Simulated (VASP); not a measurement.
Write the native input for VASP 6.6.1 that does the following.

* Task: relaxation of cell and atoms
* Functional: PBE
* Potentials or basis: VASP PAW PBE potentials, release 64 (Cu, O)
* Cutoff: 600 eV
* k mesh: 6 × 6 × 4
* Occupations: gaussian, width 0.1 eV
* Spin: collinear spin
* Starting moments: [1.0, 1.0, 0.0, 0.0] μB
* Dipole correction: no
* Further INCAR settings: ALGO = Normal; EDIFF = 1e-07; IBRION = 2; EDIFFG = -0.04; NSW = 90; ISIF = 3

The structure of CuO lies in POSCAR:

```
CuO
1.0
    2.3418500400     -1.7113000200      0.0000000000
    2.3418500400      1.7113000200      0.0000000000
   -0.8500300000      0.0000000000      5.0578699100
Cu O
2 2
Direct
    0.0000000000      0.5000000000      0.0000000000
    0.5000000000      0.0000000000      0.5000000000
    0.5816000100      0.4183999900      0.2500000000
    0.4183999900      0.5816000100      0.7500000000
```

The input as run:

INCAR

```
SYSTEM = CuO
PREC = Accurate
ENCUT = 600
EDIFF = 1E-7
ISMEAR = 0
SIGMA = 0.1
LREAL = .FALSE.
LASPH = .TRUE.
NELM = 150
ALGO = Normal
ISIF = 3
LWAVE = .FALSE.
LCHARG = .FALSE.
ISPIN = 2
MAGMOM = 1 1 0 0
LORBIT = 11
LMAXMIX = 4
GGA = PE
IBRION = 2
NSW = 90
EDIFFG = -0.04
```

KPOINTS

```
Automatic mesh
0
G
  6 6 4
  0 0 0
```

Potentials or basis: VASP PAW PBE potentials, release 64 (Cu, O).

Command:

```bash
$ cat potpaw_PBE.64/Cu/POTCAR potpaw_PBE.64/O/POTCAR > POTCAR
$ mpirun -np 1 vasp_std > vasp.out
```

It gave:

```yaml
Relaxed_volume: 11.17 Å³/atom
Relaxed_cell: a = 2.940 Å, b = 2.940 Å, c = 5.174 Å, α = 90.74°, β = 90.74°, γ = 89.13°
Space_group_after_relaxing_to_0.1_Å: C2/c (No. 15)
Energy_gained_by_relaxing: 50.4 meV/atom
Ionic_steps: 18
Pressure_after_relaxing: 0.1 GPa
Largest_force_after_relaxing: 0.025 eV/Å
Band_gap_on_the_k_mesh: zero (filled and empty bands overlap)
Net_moment: 0.00 μB per cell
Valence_electrons_inside_the_program's_atomic_spheres: Cu 9.89; O 4.95
```

Caveat: the k points lie up to 0.36 Å⁻¹ apart in the final cell, too coarse for converged energies and pressures of a metal; semilocal functionals often make such compounds metallic where correlation or magnetic order opens a gap, which also shifts bond lengths.

Run time: 8.9 min on 1 thread of Intel(R) Xeon(R) 6975P-C (Granite Rapids) (shared host), peak memory 0.24 GiB.
